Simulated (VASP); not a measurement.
A run of VASP 6.6.1:

The input INCAR:

```
SYSTEM = N
PREC = Accurate
ENCUT = 1000
EDIFF = 1E-6
ISMEAR = -1
SIGMA = 0.02
LREAL = Auto
LASPH = .True.
NELM = 120
ALGO = Normal
ISIF = 2
LWAVE = .False.
LCHARG = .True.
GGA = PE
IVDW = 12
LELF = .True.
LVHAR = .True.
NBANDS = 78
GGA_COMPAT = .False.
```

Contents of KPOINTS:

```
Automatic mesh
0
Gamma
  1 1 1
  0 0 0
```

The input POSCAR:

```
N
1.0
    9.6720280000      0.0000000000      0.0000000000
    0.0000000000      9.6720280000      0.0000000000
    0.0000000000      0.0000000000      9.6720280000
N
24
Direct
    0.0940124274      0.9233023378      0.1989211460
    0.1245615380      0.9375109374      0.0899695859
    0.7711839455      0.3660392979      1.0161800563
    0.7230410109      0.4445616752      0.9490582107
    0.0044214547      0.9559842017      0.6990148065
    0.0257512178      0.8569815688      0.7512616293
    0.6140431326      0.2504920190      0.6006737939
    0.6506574386      0.2013972726      0.5045910979
    0.4078171265      0.1059878461      0.8620544644
    0.5139458847      0.1182473214      0.9017584627
    0.3787425236      0.5304221993      0.7056569557
    0.2712696137      0.5284762765      0.7437994657
    0.6009835522      0.8784894002      0.1610422181
    0.4897084564      0.9000447307      0.1733869391
    0.4564997808      0.4013731000      0.2493348937
    0.4536262405      0.2935842433      0.2123360708
    0.7014920315      0.8358847498      0.5159688231
    0.6985829780      0.7296595447      0.4744054096
    0.3615879529      0.8753307667      0.5982782249
    0.3212929837      0.8706365274      0.4917758978
    0.9525553687      0.5354538125      0.5938277667
    0.9071709526      0.4430034264      0.6425917089
    0.1304699455      0.2850446262      1.0023446686
    0.0931511430      0.2629624184      0.8969336034
```

Potentials or basis: VASP PAW PBE potentials, release 64 (N_h).

Launch:

```bash
$ cat potpaw_PBE.64/N_h/POTCAR > POTCAR
$ mpirun -np 1 vasp_gam > vasp.out
```

Hardware: 1 thread of Intel(R) Xeon(R) 6975P-C (Granite Rapids), on a shared host.

How long does it take, and how much memory?

Wall time 4.3 min on 1 thread of Intel(R) Xeon(R) 6975P-C (Granite Rapids), on a shared host, peak memory 1.5 GiB. Counts: scf iterations 18, k points 1.
